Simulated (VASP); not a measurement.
# MgZn4O (P4mm) in VASP: relaxation of cell and atoms with PBE

Aim: the relaxation of cell and atoms of MgZn4O with PBE.

Everything below comes from runs of VASP 6.6.1. Logs are shortened: lines on timing, memory, paths and dates and some standing lists are left out, and cuts for length are marked.

## (1) The cell of the first run

The structure is tetragonal, space group P4mm (No. 99). Conventional cell: a = 4.141 Å, b = 4.141 Å, c = 5.179 Å, α = 90.00°, β = 90.00°, γ = 90.00°. Within 3.5 Å of Mg (site symmetry 4mm) lie 8 Zn at 2.68 to 3.39 Å and 4 O at 3.29 Å. Zn (site symmetry m) has 4 Zn at 1.92 to 2.22 Å and 1 O at 2.03 Å within 2.6 Å. O (site symmetry 4mm) has 4 Zn at 2.03 Å within 2.7 Å.

## (2) Relaxation of cell and atoms, PBE

INCAR reads:

```
SYSTEM = MgZn4O
PREC = Accurate
ENCUT = 600
EDIFF = 1E-6
ISMEAR = 0
SIGMA = 0.2
LREAL = .FALSE.
LASPH = .TRUE.
NELM = 60
ALGO = Normal
ISIF = 3
LWAVE = .FALSE.
LCHARG = .FALSE.
GGA = PE
IBRION = 2
NSW = 36
EDIFFG = -0.08
```

KPOINTS reads:

```
Automatic mesh
0
G
  4 4 3
  0 0 0
```

POSCAR reads:

```
MgZn4O
1.0
    4.1408472200      0.0000000000      0.0000000000
    0.0000000000      4.1408472200      0.0000000000
    0.0000000000      0.0000000000      5.1790157500
Mg Zn O
1 4 1
Direct
    0.0000000000      0.0000000000      0.6202066500
    0.7323099200      0.7323099200      0.0390274000
    0.2676900800      0.2676900800      0.0390274000
    0.2676900800      0.7323099200      0.0390274000
    0.7323099200      0.2676900800      0.0390274000
    0.5000000000      0.5000000000      0.3308878300
```

Potentials or basis: VASP PAW PBE potentials, release 64 (Mg, Zn, O).

Run with:

```
$ cat potpaw_PBE.64/Mg/POTCAR potpaw_PBE.64/Zn/POTCAR potpaw_PBE.64/O/POTCAR > POTCAR
$ mpirun -np 1 vasp_std > vasp.out
```

OUTCAR:

```text
SYSTEM = MgZn4O
   PREC = Accurate
   ENCUT = 600
   EDIFF = 1E-6
   ISMEAR = 0
   LREAL = .FALSE.
   LASPH = .TRUE.
   NELM = 60
   ISIF = 3
   GGA = PE
   IBRION = 2
   NSW = 36
   EDIFFG = -0.08

 ion  position               nearest neighbor table
   1  0.000  0.000  0.620-   2 2.68   3 2.68   4 2.68   5 2.68
   2  0.732  0.732  0.039-   4 1.92   5 1.92   6 2.03   5 2.22   4 2.22   1 2.68   3 2.72   3 2.94
                             3 2.94
   3  0.268  0.268  0.039-   4 1.92   5 1.92   6 2.03   4 2.22   5 2.22   1 2.68   2 2.72   2 2.94
                             2 2.94
   4  0.268  0.732  0.039-   2 1.92   3 1.92   6 2.03   3 2.22   2 2.22   1 2.68   5 2.72   5 2.94
                             5 2.94
   5  0.732  0.268  0.039-   2 1.92   3 1.92   6 2.03   3 2.22   2 2.22   1 2.68   4 2.72   4 2.94
                             4 2.94
   6  0.500  0.500  0.331-   2 2.03   3 2.03   4 2.03   5 2.03

  LATTYP: Found a simple tetragonal cell.
 ALAT       =     4.1408472200
 C/A-ratio  =     1.2507140387

  Lattice vectors:

 A1 = (   4.1408472200,   0.0000000000,   0.0000000000)
 A2 = (   0.0000000000,   4.1408472200,   0.0000000000)
 A3 = (   0.0000000000,   0.0000000000,   5.1790157500)

Analysis of symmetry for initial positions (statically):
=====================================================================
 Subroutine PRICEL returns:
 Original cell was already a primitive cell.

 Routine SETGRP: Setting up the symmetry group for a
 simple tetragonal supercell.

 Subroutine GETGRP returns: Found  8 space group operations
 (whereof  8 operations were pure point group operations)
 out of a pool of 16 trial point group operations.

The static configuration has the point symmetry C_4v.

Analysis of symmetry for dynamics (positions and initial velocities):
=====================================================================
 Subroutine PRICEL returns:
 Original cell was already a primitive cell.

 Routine SETGRP: Setting up the symmetry group for a
 simple tetragonal supercell.

 Subroutine GETGRP returns: Found  8 space group operations
 (whereof  8 operations were pure point group operations)
 out of a pool of 16 trial point group operations.

The dynamic configuration has the point symmetry C_4v.

 Subroutine INISYM returns: Found  8 space group operations
 (whereof  8 operations are pure point group operations),
 and found     1 'primitive' translations

----------------------------------------------------------------------------------------

                                     Primitive cell

  volume of cell :      88.8026

  direct lattice vectors                    reciprocal lattice vectors
     4.140847220  0.000000000  0.000000000     0.241496473  0.000000000  0.000000000
     0.000000000  4.140847220  0.000000000     0.000000000  0.241496473  0.000000000
     0.000000000  0.000000000  5.179015750     0.000000000  0.000000000  0.193086881

  length of vectors
     4.140847220  4.140847220  5.179015750     0.241496473  0.241496473  0.193086881

  position of ions in fractional coordinates (direct lattice)
     0.000000000  0.000000000  0.620206650
     0.732309920  0.732309920  0.039027400
     0.267690080  0.267690080  0.039027400
     0.267690080  0.732309920  0.039027400
     0.732309920  0.267690080  0.039027400
     0.500000000  0.500000000  0.330887830

  ion indices of the primitive-cell ions
   primitive index   ion index
                 1           1
                 2           2
                 3           3
                 4           4
                 5           5
                 6           6

----------------------------------------------------------------------------------------

 KPOINTS: Automatic mesh

Automatic generation of k-mesh.
 Grid dimensions read from file:
 generate k-points for:    4    4    3

 Generating k-lattice:

  Cartesian coordinates                     Fractional coordinates (reciprocal lattice)
     0.060374118  0.000000000  0.000000000     0.250000000  0.000000000  0.000000000
     0.000000000  0.060374118  0.000000000     0.000000000  0.250000000  0.000000000
     0.000000000  0.000000000  0.064362294     0.000000000  0.000000000  0.333333333

  Length of vectors
     0.060374118  0.060374118  0.064362294

  Shift w.r.t. Gamma in fractional coordinates (k-lattice)
     0.000000000  0.000000000  0.000000000

 Subroutine IBZKPT returns following result:
 ===========================================

 Found     12 irreducible k-points:

 Following reciprocal coordinates:
            Coordinates               Weight
  0.000000  0.000000  0.000000      1.000000
  0.250000  0.000000  0.000000      4.000000
  0.500000  0.000000  0.000000      2.000000
  0.250000  0.250000  0.000000      4.000000
  0.500000  0.250000  0.000000      4.000000
  0.500000  0.500000  0.000000      1.000000
  0.000000  0.000000  0.333333      2.000000
  0.250000  0.000000  0.333333      8.000000
  0.500000  0.000000  0.333333      4.000000
  0.250000  0.250000  0.333333      8.000000
  0.500000  0.250000  0.333333      8.000000
  0.500000  0.500000  0.333333      2.000000
   k-points           NKPTS =     12   k-points in BZ     NKDIM =     12   number of bands    NBANDS=     33
   number of dos      NEDOS =    301   number of ions     NIONS =      6
   total plane-waves  NPLWV =  54432
   dimension x,y,z NGX =    36 NGY =   36 NGZ =   42
   dimension x,y,z NGXF=    72 NGYF=   72 NGZF=   84
   ions per type =               1   4   1
   NGX,Y,Z   is equivalent  to a cutoff of  14.45, 14.45, 13.48 a.u.
   NGXF,Y,Z  is equivalent  to a cutoff of  28.91, 28.91, 26.96 a.u.
 SYSTEM =  MgZn4O
   PREC   = accura    normal or accurate (medium, high low for compatibility)
   ISTART =      0    job   : 0-new  1-cont  2-samecut
   ICHARG =      2    charge: 1-file 2-atom 10-const
   ISPIN  =      1    spin polarized calculation?
   LNONCOLLINEAR =      F non collinear calculations
   LSORBIT =      F    spin-orbit coupling
   LASPH  =      T    aspherical Exc in radial PAW
   ENCUT  =  600.0 eV  44.10 Ry    6.64 a.u.   8.27  8.27 10.34*2*pi/ulx,y,z
   NELM   =     60;   NELMIN=  2; NELMDL= -5     # of ELM steps
   EDIFF  = 0.1E-05   stopping-criterion for ELM
   LREAL  =      F    real-space projection
   EDIFFG = -.8E-01   stopping-criterion for IOM
   NSW    =     36    number of steps for IOM
   IBRION =      2    ionic relax: 0-MD 1-quasi-New 2-CG
   NFREE  =      1    steps in history (QN), initial steepest desc. (CG)
   ISIF   =      3    stress and relaxation
   ISYM   =      2    0-nonsym 1-usesym 2-fastsym
   POTIM  = 0.5000    time-step for ionic-motion
   TEBEG  =    0.0;   TEEND  =   0.0 temperature during run
   PSTRESS=    0.0 pullay stress
   NELECT =      56.0000    total number of electrons
   NUPDOWN=      -1.0000    fix difference up-down
   EMIN   =  10.00;   EMAX   =-10.00  energy-range for DOS
   EFERMI =   0.00;   METHOD = LEGACY
   ISMEAR =     0;   SIGMA  =   0.20  broadening in eV -4-tet -1-fermi 0-gaus
   EFERMI_NEDOS =   21; number of points for ismear=-14 and -15
   IALGO  =     38    algorithm
   IMIX   =      4    mixing-type and parameters
     AMIX     =   0.40;   BMIX     =  1.00
     AMIX_MAG =   1.60;   BMIX_MAG =  1.00
  volume/ion in A,a.u.               =      14.80        99.88
  Fermi-wavevector in a.u.,A,eV,Ry     =   1.403877  2.652942 26.815310  1.970870
  Thomas-Fermi vector in A             =   2.526495
   LORBIT       =      0    0 simple, 1 ext, 2 COOP (PROOUT), +10 PAW based schemes
   GGA     = PE    functional components
   LHFCALC =     F    Hartree Fock is set to
   AEXX    =    0.0000 exact exchange contribution
   IVDW    =     0    specifies the selected vdW correction
   LEPSILON=     F    determine dielectric tensor
   LRPA    =     F    only Hartree local field effects (RPA)
 conjugate gradient relaxation of ions
 non-spin polarized calculation
 Gauss-broadening in eV      SIGMA  =   0.20
  energy-cutoff  :      600.00
  volume of cell :       88.80
 maximum number of plane-waves:      3001
 NGX is ok and might be reduce to    36
   NGX = 17   NGY = 17   NGZ = 21

--------------------------------------- Ionic step        1  -------------------------------------------

 number of electron      56.0000000 magnetization

 Free energy of the ion-electron system (eV)
  ---------------------------------------------------
  ext. energy  EPLUGINS =         0.00000000
  ---------------------------------------------------
  free energy    TOTEN  =        -2.72593257 eV

  energy without entropy =       -2.69567969  energy(sigma->0) =       -2.71080613

 E-fermi :   3.3686     XC(G=0): -10.4298

 val. band max:        3.2173461372   @ k =   0.5000   0.0000   0.0000
 cond. band min:       3.3798802858   @ k =   0.2500   0.2500   0.0000
 fundamental gap:      0.1625341486
 Fermi energy:         3.3685692522

 k-point     1 :       0.0000    0.0000    0.0000
  band No.  band energies     occupation
      1     -15.9382      2.00000
      2      -8.5862      2.00000
      3      -8.2125      2.00000
      4      -8.0022      2.00000
      5      -7.3789      2.00000
      6      -7.3789      2.00000
[... 498 lines left out ...]
  energy  without entropy=       -5.8202730846  energy(sigma->0) =       -5.83333727

--------------------------------------- Ionic step        3  -------------------------------------------

 number of electron      56.0000107 magnetization

 E-fermi :  -0.2523     XC(G=0):  -7.9710

 val. band max:       -0.3598068307   @ k =   0.2500   0.2500   0.0000
 cond. band min:      -0.1829839606   @ k =   0.5000   0.5000   0.0000
 fundamental gap:      0.1768228701
 Fermi energy:        -0.2522536358

 k-point     1 :       0.0000    0.0000    0.0000
  band No.  band energies     occupation
      1     -15.7004      2.00000
      2      -8.9244      2.00000
      3      -8.6459      2.00000
      4      -8.4279      2.00000
      5      -8.3376      2.00000
      6      -8.3376      2.00000
[... 454 lines left out ...]
  FREE ENERGIE OF THE ION-ELECTRON SYSTEM (eV)
  ---------------------------------------------------
  free  energy   TOTEN  =        -6.5622277178 eV

  energy  without entropy=       -6.5330686816  energy(sigma->0) =       -6.54764820

[... ionic steps 4 to 24 ...]

--------------------------------------- Ionic step       25  -------------------------------------------

 number of electron      56.0000008 magnetization

------------------------ aborting loop because EDIFF is reached ----------------------------------------

  FORCE on cell =-STRESS in cart. coord.  units (eV):
  Direction    XX          YY          ZZ          XY          YZ          ZX
  --------------------------------------------------------------------------------------
  -------------------------------------------------------------------------------------
  Total       -0.0600990     -0.0600990      0.1295264      0.0000000     -0.0000000      0.0000000
  in kB       -0.7828076     -0.7828076      1.6871199      0.0000000     -0.0000000      0.0000000
  external PRESSURE =       0.0405015 kB  Pullay stress =       0.0000000 kB
[... 65 lines left out ...]
  energy  without entropy=      -11.8433429284  energy(sigma->0) =      -11.85749334

--------------------------------------- Ionic step       27  -------------------------------------------

 number of electron      56.0000002 magnetization

 Free energy of the ion-electron system (eV)
  ---------------------------------------------------
  ext. energy  EPLUGINS =         0.00000000
  ---------------------------------------------------
  free energy    TOTEN  =       -11.87485983 eV

  energy without entropy =      -11.84666974  energy(sigma->0) =      -11.86076479

 E-fermi :   1.5735     XC(G=0):  -9.0652

 val. band max:        1.5169518620   @ k =   0.2500   0.0000   0.3333
 cond. band min:       1.8026510939   @ k =   0.5000   0.2500   0.3333
 fundamental gap:      0.2856992319
 Fermi energy:         1.5735467704

 k-point     1 :       0.0000    0.0000    0.0000
  band No.  band energies     occupation
      1     -17.9674      2.00000
      2      -7.0404      2.00000
      3      -7.0404      2.00000
      4      -6.4388      2.00000
      5      -6.4370      2.00000
      6      -6.3587      2.00000
[... 454 lines left out ...]
  FREE ENERGIE OF THE ION-ELECTRON SYSTEM (eV)
  ---------------------------------------------------
  free  energy   TOTEN  =       -11.8748598348 eV

  energy  without entropy=      -11.8466697388  energy(sigma->0) =      -11.86076479

 reached required accuracy - stopping structural energy minimisation
```

Run time: 15 min. Hardware: 1 thread of Intel Xeon Platinum 8259CL at 2.50GHz (Skylake/Cascade Lake), shared host; peak memory 0.24 GiB.

What came out:

```yaml
Free_energy: -11.8749 eV
Relaxed_volume: 20.45 Å³/atom
Relaxed_cell: a = 5.434 Å, b = 5.434 Å, c = 4.155 Å, α = 90.00°, β = 90.00°, γ = 90.00°
Space_group_after_relaxing_to_0.05_Å: P4mm (No. 99)
Energy_gained_by_relaxing: 1524.8 meV/atom
Ionic_steps: 27
Pressure_after_relaxing: 0.2 GPa
Largest_force_after_relaxing: 0.075 eV/Å
Band_gap_on_the_k_mesh: zero (band 28 reaches 2.40 eV, above the bottom of band 29 at 0.46 eV)
```

Forces in eV/Å, atoms in the order of the input:
```
Mg   0.000  0.000  0.039
Zn   0.018  0.018  0.009
Zn  -0.018 -0.018  0.009
Zn  -0.018  0.018  0.009
Zn   0.018 -0.018  0.009
O    0.000  0.000 -0.075
```

Step by step:
```csv
step,energy change (eV),largest force (eV/Å),pressure (GPa),volume (Å³)
1,0.0000,8.6706,54.96,88.80
2,-3.1205,4.1226,-0.94,167.81
3,-3.8363,4.1768,-0.42,156.98
4,-4.3698,4.1957,0.29,148.50
5,-5.4800,4.0493,7.42,116.52
6,-7.3914,2.2898,-4.92,139.15
7,-7.3910,2.2893,-4.86,138.92
8,-8.0584,1.6302,-2.67,129.58
9,-8.4166,1.0200,1.69,119.21
10,-8.7529,0.7014,0.24,119.03
11,-8.8649,1.0115,-0.89,118.42
12,-8.9518,0.6895,0.28,115.95
13,-8.9582,0.5119,1.12,114.18
14,-9.0323,0.2551,0.96,116.71
15,-9.0360,0.3666,1.04,117.40
16,-9.0803,0.2697,-0.76,122.21
17,-9.0832,0.2895,-1.44,124.12
18,-9.1145,0.2336,-1.09,124.61
19,-9.1345,0.1569,-0.55,125.25
20,-9.1347,0.1500,-0.51,125.31
21,-9.1390,0.1236,0.01,124.05
22,-9.1392,0.1163,0.20,123.70
23,-9.1424,0.1180,0.05,123.43
24,-9.1442,0.1184,0.00,122.92
25,-9.1443,0.1187,0.00,123.01
26,-9.1457,0.1065,0.08,122.93
27,-9.1489,0.0754,0.22,122.72
```

Final structure:
```cif
data_structure
_symmetry_space_group_name_H-M 'P 1'
_symmetry_Int_Tables_number 1
_cell_length_a 5.4345
_cell_length_b 5.4345
_cell_length_c 4.1551
_cell_angle_alpha 90.000
_cell_angle_beta 90.000
_cell_angle_gamma 90.000
_cell_volume 122.72
loop_
_atom_site_label
_atom_site_type_symbol
_atom_site_fract_x
_atom_site_fract_y
_atom_site_fract_z
_atom_site_occupancy
Mg1 Mg 0.00000 0.00000 0.59749 1
Zn1 Zn 0.76038 0.76038 0.09665 1
Zn2 Zn 0.23962 0.23962 0.09665 1
Zn3 Zn 0.23962 0.76038 0.09665 1
Zn4 Zn 0.76038 0.23962 0.09665 1
O1 O 0.50000 0.50000 0.12310 1
```

Caveat: the k points lie up to 0.50 Å⁻¹ apart in the final cell; the volume moved by over 15 % at a fixed basis, so the end points are rough; the relaxation stopped at a loose force limit of 0.08 eV/Å, so its end isn't a converged minimum.
